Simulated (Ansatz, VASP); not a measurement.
**InAg3 in VASP and in Ansatz**

```
CELL_PARAMETERS angstrom
4.14400 0.00000 0.00000
0.00000 4.14400 0.00000
0.00000 0.00000 4.22688
ATOMIC_POSITIONS crystal
In 0.00000 0.00000 0.00000
Ag 0.00000 0.50000 0.50000
Ag 0.50000 0.00000 0.50000
Ag 0.50000 0.50000 0.00000
```

Change from the starting cell: zz strain of +2 %.

Alike in both runs: task single point; functional PBEsol; k mesh 9 × 9 × 9; occupations fermi-dirac, width 0.05 eV; no spin polarisation.

|  | VASP | Ansatz |
| --- | --- | --- |
| version | VASP 6.6.1 | Ansatz 0.2.0 |
| potentials or method | VASP PAW PBE potentials, release 64 (In_d, Ag), cutoff 520 eV | all-electron LAPW, scalar-relativistic |

|  | VASP | Ansatz | Ansatz less VASP |
| --- | --- | --- | --- |
| pressure (GPa) | -2.2 | -2.1 | +0.07 |
| traceless stress, the component that is largest in VASP (GPa) | 0.23 | 0.22 | -0.007 |

VASP's potentials were made for PBE, not for PBEsol. Ansatz ran all-electron here, and VASP with PAW potentials.
